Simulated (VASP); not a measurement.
# Sc2Al (P6_3/mmc) in VASP: further runs, part 2 of 2

VASP 6.6.1. Earlier steps stand in the parts before.

## (3) Single point, PBEsol

Contents of INCAR:

```
SYSTEM = Sc2Al
PREC = Accurate ; ENCUT = 520
EDIFF = 1E-6 ; ISMEAR = 0
SIGMA = 0.1 ; LREAL = .FALSE.
LASPH = .TRUE. ; NELM = 100
ALGO = Normal ; ISIF = 2
LWAVE = .FALSE. ; LCHARG = .TRUE.
GGA = PS ; LELF = .TRUE.
LVHAR = .TRUE. ; NBANDS = 34
```

Contents of KPOINTS:

```
regular mesh
0
G
  3 3 2
  0 0 0
```

Contents of POSCAR:

```
Sc2Al
1.0
    4.8926114005      0.0000000000      0.0000000000
   -2.4463057002      4.2371257637      0.0000000000
    0.0000000000      0.0000000000      6.1614205700
Sc Al
4 2
Direct
    0.0000000000      0.0000000000      0.0000000000
    0.0000000000      0.0000000000      0.5000000000
    0.3333333333      0.6666666667      0.7500000000
    0.6666666667      0.3333333333      0.2500000000
    0.3333333333      0.6666666667      0.2500000000
    0.6666666667      0.3333333333      0.7500000000
```

Potentials or basis: VASP PAW PBE potentials, release 64 (Sc_sv, Al).

Started as:

```
cat potpaw_PBE.64/Sc_sv/POTCAR potpaw_PBE.64/Al/POTCAR > POTCAR
mpirun -np 1 vasp_std > vasp.out
```

OUTCAR:

```text
SYSTEM = Sc2Al
   PREC = Accurate
   ENCUT = 520
   EDIFF = 1E-6
   ISMEAR = 0
   LREAL = .FALSE.
   LASPH = .TRUE.
   NELM = 100
   ISIF = 2
   GGA = PS

 ion  position               nearest neighbor table
   1  0.000  0.000  0.000-   2 3.08   2 3.08   4 3.22   5 3.22   6 3.22   3 3.22   3 3.22   5 3.22
                             4 3.22   6 3.22   4 3.22   6 3.22   3 3.22   5 3.22
   2  0.000  0.000  0.500-   1 3.08   1 3.08   4 3.22   5 3.22   6 3.22   3 3.22   3 3.22   5 3.22
                             4 3.22   6 3.22   4 3.22   6 3.22   3 3.22   5 3.22
   3  0.333  0.667  0.750-   6 2.82   6 2.82   6 2.82   5 3.08   5 3.08   1 3.22   2 3.22   2 3.22
                             1 3.22   2 3.22   1 3.22
   4  0.667  0.333  0.250-   5 2.82   5 2.82   5 2.82   6 3.08   6 3.08   1 3.22   2 3.22   1 3.22
                             2 3.22   1 3.22   2 3.22
   5  0.333  0.667  0.250-   4 2.82   4 2.82   4 2.82   3 3.08   3 3.08   1 3.22   2 3.22   2 3.22
                             1 3.22   2 3.22   1 3.22
   6  0.667  0.333  0.750-   3 2.82   3 2.82   3 2.82   4 3.08   4 3.08   1 3.22   2 3.22   1 3.22
                             2 3.22   1 3.22   2 3.22

  LATTYP: Found a hexagonal cell.
 ALAT       =     4.8926114005
 C/A-ratio  =     1.2593316872

  Lattice vectors:

 A1 = (   4.8926114005,   0.0000000000,   0.0000000000)
 A2 = (  -2.4463057002,   4.2371257637,   0.0000000000)
 A3 = (   0.0000000000,   0.0000000000,   6.1614205700)

Analysis of symmetry for initial positions (statically):
=====================================================================
 Subroutine PRICEL returns:
 Original cell was already a primitive cell.

 Routine SETGRP: Setting up the symmetry group for a
 hexagonal supercell.

 Subroutine GETGRP returns: Found 24 space group operations
 (whereof 12 operations were pure point group operations)
 out of a pool of 24 trial point group operations.

The static configuration has the point symmetry D_3d.
 The point group associated with its full space group is D_6h.

Analysis of symmetry for dynamics (positions and initial velocities):
=====================================================================
 Subroutine PRICEL returns:
 Original cell was already a primitive cell.

 Routine SETGRP: Setting up the symmetry group for a
 hexagonal supercell.

 Subroutine GETGRP returns: Found 24 space group operations
 (whereof 12 operations were pure point group operations)
 out of a pool of 24 trial point group operations.

The dynamic configuration has the point symmetry D_3d.
 The point group associated with its full space group is D_6h.

 Subroutine INISYM returns: Found 24 space group operations
 (whereof 12 operations are pure point group operations),
 and found     1 'primitive' translations

----------------------------------------------------------------------------------------

                                     Primitive cell

  volume of cell :     127.7300

  direct lattice vectors                    reciprocal lattice vectors
     4.892611400  0.000000000  0.000000000     0.204389827  0.118004522  0.000000000
    -2.446305700  4.237125764  0.000000000     0.000000000  0.236009044  0.000000000
     0.000000000  0.000000000  6.161420570     0.000000000  0.000000000  0.162300234

  length of vectors
[... 46 lines left out ...]
            Coordinates               Weight
  0.000000  0.000000  0.000000      1.000000
  0.333333  0.000000  0.000000      6.000000
  0.333333  0.333333  0.000000      2.000000
  0.000000  0.000000  0.500000      1.000000
  0.333333  0.000000  0.500000      6.000000
  0.333333  0.333333  0.500000      2.000000
   k-points           NKPTS =      6   k-points in BZ     NKDIM =      6   number of bands    NBANDS=     34
   number of dos      NEDOS =    301   number of ions     NIONS =      6
   total plane-waves  NPLWV =  62208
   dimension x,y,z NGX =    36 NGY =   36 NGZ =   48
   dimension x,y,z NGXF=    72 NGYF=   72 NGZF=   96
   ions per type =               4   2
   NGX,Y,Z   is equivalent  to a cutoff of  12.23, 12.23, 12.95 a.u.
   NGXF,Y,Z  is equivalent  to a cutoff of  24.46, 24.46, 25.90 a.u.
 SYSTEM =  Sc2Al
   PREC   = accura    normal or accurate (medium, high low for compatibility)
   ISTART =      0    job   : 0-new  1-cont  2-samecut
   ICHARG =      2    charge: 1-file 2-atom 10-const
   ISPIN  =      1    spin polarized calculation?
   LNONCOLLINEAR =      F non collinear calculations
   LSORBIT =      F    spin-orbit coupling
   LASPH  =      T    aspherical Exc in radial PAW
   ENCUT  =  520.0 eV  38.22 Ry    6.18 a.u.   9.10  9.10 11.46*2*pi/ulx,y,z
   NELM   =    100;   NELMIN=  2; NELMDL= -5     # of ELM steps
   EDIFF  = 0.1E-05   stopping-criterion for ELM
   LREAL  =      F    real-space projection
   EDIFFG = 0.1E-04   stopping-criterion for IOM
   NSW    =      0    number of steps for IOM
   IBRION =     -1    ionic relax: 0-MD 1-quasi-New 2-CG
   NFREE  =      0    steps in history (QN), initial steepest desc. (CG)
   ISIF   =      2    stress and relaxation
   ISYM   =      2    0-nonsym 1-usesym 2-fastsym
   POTIM  = 0.5000    time-step for ionic-motion
   TEBEG  =    0.0;   TEEND  =   0.0 temperature during run
   PSTRESS=    0.0 pullay stress
   NELECT =      50.0000    total number of electrons
   NUPDOWN=      -1.0000    fix difference up-down
   EMIN   =  10.00;   EMAX   =-10.00  energy-range for DOS
   EFERMI =   0.00;   METHOD = LEGACY
   ISMEAR =     0;   SIGMA  =   0.10  broadening in eV -4-tet -1-fermi 0-gaus
   EFERMI_NEDOS =   21; number of points for ismear=-14 and -15
   IALGO  =     38    algorithm
   IMIX   =      4    mixing-type and parameters
     AMIX     =   0.40;   BMIX     =  1.00
     AMIX_MAG =   1.60;   BMIX_MAG =  1.00
  volume/ion in A,a.u.               =      21.29       143.66
  Fermi-wavevector in a.u.,A,eV,Ry     =   1.197569  2.263077 19.513086  1.434171
  Thomas-Fermi vector in A             =   2.333480
   LORBIT       =      0    0 simple, 1 ext, 2 COOP (PROOUT), +10 PAW based schemes
   GGA     = PS    functional components
   LHFCALC =     F    Hartree Fock is set to
   AEXX    =    0.0000 exact exchange contribution
   IVDW    =     0    specifies the selected vdW correction
   LEPSILON=     F    determine dielectric tensor
   LRPA    =     F    only Hartree local field effects (RPA)
 non-spin polarized calculation
 Gauss-broadening in eV      SIGMA  =   0.10
  energy-cutoff  :      520.00
  volume of cell :      127.73
 maximum number of plane-waves:      3453
   NGX = 19   NGY = 19   NGZ = 23

 number of electron      50.0000002 magnetization

 Free energy of the ion-electron system (eV)
  ---------------------------------------------------
  ext. energy  EPLUGINS =         0.00000000
  ---------------------------------------------------
  free energy    TOTEN  =       -36.71041779 eV

  energy without entropy =      -36.66148101  energy(sigma->0) =      -36.68594940

 E-fermi :   4.7786     XC(G=0): -10.1884

 val. band max:        4.7575785772   @ k =   0.3333   0.0000   0.0000
 cond. band min:       4.8148189015   @ k =   0.0000   0.0000   0.5000
 fundamental gap:      0.0572403244
 Fermi energy:         4.7786354762

 k-point     1 :       0.0000    0.0000    0.0000
  band No.  band energies     occupation
      1     -44.6279      2.00000
      2     -44.5787      2.00000
      3     -44.4772      2.00000
      4     -44.4704      2.00000
      5     -23.4975      2.00000
      6     -23.4233      2.00000
[... 211 lines left out ...]
     33       7.0089      0.00000
     34       7.0127      0.00000

------------------------ aborting loop because EDIFF is reached ----------------------------------------

  FORCE on cell =-STRESS in cart. coord.  units (eV):
  Direction    XX          YY          ZZ          XY          YZ          ZX
  --------------------------------------------------------------------------------------
  -------------------------------------------------------------------------------------
  Total       -1.6549374     -1.6549374     -1.3379121     -0.0000000      0.0000000      0.0000000
  in kB      -20.7586556    -20.7586556    -16.7820583     -0.0000000      0.0000000      0.0000000
  external PRESSURE =     -19.4331232 kB  Pullay stress =       0.0000000 kB

 VOLUME and BASIS-vectors are now :
 -----------------------------------------------------------------------------
  energy-cutoff  :      520.00
  volume of cell :      127.73
      direct lattice vectors                 reciprocal lattice vectors
     4.892611400  0.000000000  0.000000000     0.204389827  0.118004522  0.000000000
    -2.446305700  4.237125764  0.000000000     0.000000000  0.236009044  0.000000000
     0.000000000  0.000000000  6.161420570     0.000000000  0.000000000  0.162300234

 POSITION                                       TOTAL-FORCE (eV/Angst)
 -----------------------------------------------------------------------------------
      0.00000      0.00000      0.00000         0.000000     -0.000000     -0.000000
      0.00000      0.00000      3.08071         0.000000     -0.000000     -0.000000
     -0.00000      2.82475      4.62107         0.000000     -0.000000     -0.000000
      2.44631      1.41238      1.54036        -0.000000      0.000000     -0.000000
     -0.00000      2.82475      1.54036         0.000000      0.000000      0.000000
      2.44631      1.41238      4.62107         0.000000     -0.000000      0.000000
 -----------------------------------------------------------------------------------
    total drift:                               -0.000000      0.000000     -0.000000

  FREE ENERGIE OF THE ION-ELECTRON SYSTEM (eV)
  ---------------------------------------------------
  free  energy   TOTEN  =       -36.7104177901 eV

  energy  without entropy=      -36.6614810126  energy(sigma->0) =      -36.68594940
```

Run time: 37 s. Hardware: 1 thread of Intel Xeon 6975P-C, shared host; peak memory 0.24 GiB.

What came out:

| Property | Result |
| --- | --- |
| Free energy | -36.7104 eV |
| Pressure | -1.9 GPa |
| Band gap on the k mesh | zero (band 25 reaches 5.06 eV, above the bottom of band 26 at 4.36 eV) |

Stress tensor (GPa, compression positive):
```
-2.08  0.00  0.00
 0.00 -2.08  0.00
 0.00  0.00 -1.68
```

Levels at points of the mesh, in eV from the Fermi level:
```csv
k point,band 22,band 23,band 24,band 25,band 26,band 27
"(0.00, 0.00, 0.00)",-0.74,-0.69,-0.69,-0.42,-0.42,-0.12
"(0.00, 0.00, 0.50)",-1.50,-1.09,-1.09,0.04,0.04,0.04
```

Caveat: the k points lie up to 0.51 Å⁻¹ apart; the PAW data sets were made with another functional, which shifts forces and pressure a little.

## (4) Single point, PBEsol

Contents of INCAR:

```
PREC = Accurate ; ENCUT = 520
EDIFF = 1E-7 ; ISMEAR = 0
SIGMA = 0.1 ; LREAL = F
LASPH = T ; NELM = 80
ALGO = Fast ; ISIF = 2
LWAVE = F ; LCHARG = F
GGA = PS ; NBANDS = 34
```

Contents of KPOINTS:

```
regular mesh
0
Gamma
  6 6 6
```

POSCAR is that of step 3.

Started as:

```
cat potpaw_PBE.64/Sc_sv/POTCAR potpaw_PBE.64/Al/POTCAR > POTCAR
mpirun -np 1 vasp_std > vasp.out
```

Run time: 3.2 min. Hardware: 1 thread of Intel Xeon 6975P-C, shared host; peak memory 0.29 GiB.

It converged, with:

```
Free energy            : -36.7128 eV
Pressure               : -2.0 GPa
Band gap on the k mesh : zero (band 25 reaches 5.08 eV, above the bottom of band 26 at 4.37 eV)
```

Stress tensor (GPa, compression positive):
```
-1.87  0.00  0.00
 0.00 -1.87  0.00
 0.00  0.00 -2.23
```

Levels at points of the mesh, in eV from the Fermi level:
```tsv
k point	band 22	band 23	band 24	band 25	band 26	band 27	band 28	band 29
(0.00, 0.00, 0.00)	-0.67	-0.65	-0.65	-0.37	-0.37	-0.05	-0.05	1.81
(0.50, 0.00, 0.00)	-1.13	-1.06	-0.84	-0.66	0.23	0.37	0.83	1.11
(0.00, 0.00, 0.50)	-1.46	-1.06	-1.06	0.10	0.10	0.10	0.10	1.48
(0.50, 0.00, 0.50)	-1.12	-0.87	-0.87	0.18	0.18	0.50	0.50	1.14
```

Caveat: the PAW data sets were made with another functional, which shifts forces and pressure a little.

## (5) Overview

```csv
k mesh,gap on the mesh (eV),pressure (GPa)
3 × 3 × 1,none,-1.9
3 × 3 × 2,none,-1.9
6 × 6 × 6,none,-2.0
```

Alike in all rows: task single point; level PBEsol; potentials or basis VASP PAW PBE potentials, release 64 (Sc_sv, Al); no spin polarisation; cell as given; cutoff (eV) 520; smearing gaussian 0.1 eV.

Caveats: some runs use coarse meshes; the PAW data sets were made with another functional, which shifts forces and pressure a little.

Total energies depend on the potentials used, so only differences within one code and one set of settings carry meaning.
